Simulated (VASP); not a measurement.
Crystal: Ge2Te3O.

```xyz
6
Lattice="6.2326 0.0000 0.0000 -3.1163 5.3976 0.0000 0.0000 0.0000 6.7080" Properties=species:S:1:pos:R:3 pbc="T T T"
Ge    0.0000    0.0000    5.1497
Ge    0.0000    0.0000    1.5582
Te    3.1163    0.0000    0.0000
Te   -1.5581    2.6988    0.0000
Te    1.5581    2.6988    0.0000
O     0.0000    0.0000    3.3540
```

The cell was generated, and may not be a known phase.

| Quantity | Value |
| --- | --- |
| Program | VASP 6.6.1 |
| Task | relaxation of cell and atoms |
| Functional | PBE |
| Potentials or basis | VASP PAW PBE potentials, release 64 (Ge_d, Te, O) |
| Cutoff | 600 eV |
| k mesh | 3 × 3 × 4 |
| Occupations | gaussian, width 0.1 eV |
| Spin | no spin polarisation |

At the start: pressure 0.5 GPa; volume 37.61 Å³/atom.

Where does the relaxation end?

Over 7 steps the energy falls by 9.4 meV/atom and the volume is 37.30 Å³/atom (-0.8 %); space group P6/mmm (No. 191, to 0.1 Å) before and after.

Step by step:
| step | energy change (eV) | largest force (eV/Å) | pressure (GPa) | volume (Å³) |
| --- | --- | --- | --- | --- |
| 1 | 0.0000 | 0.2699 | 0.45 | 225.66 |
| 2 | -0.0335 | 0.2787 | -0.20 | 229.11 |
| 3 | -0.0354 | 0.2783 | -0.44 | 230.42 |
| 4 | -0.0492 | 0.1144 | -0.38 | 228.03 |
| 5 | -0.0551 | 0.0998 | -0.27 | 225.18 |
| 6 | -0.0548 | 0.1595 | 0.24 | 222.21 |
| 7 | -0.0565 | 0.0167 | 0.01 | 223.82 |

Final structure:
```xyz
6
Lattice="6.3146 0.0000 0.0000 -3.1573 5.4686 0.0000 0.0000 0.0000 6.4814" Properties=species:S:1:pos:R:3 pbc="T T T"
Ge    0.0000    0.0000    5.0333
Ge    0.0000    0.0000    1.4481
Te    3.1573    0.0000    0.0000
Te   -1.5787    2.7343    0.0000
Te    1.5787    2.7343    0.0000
O     0.0000    0.0000    3.2407
```

Caveat: the k points lie up to 0.38 Å⁻¹ apart in the final cell, too coarse for converged energies and pressures of a metal.
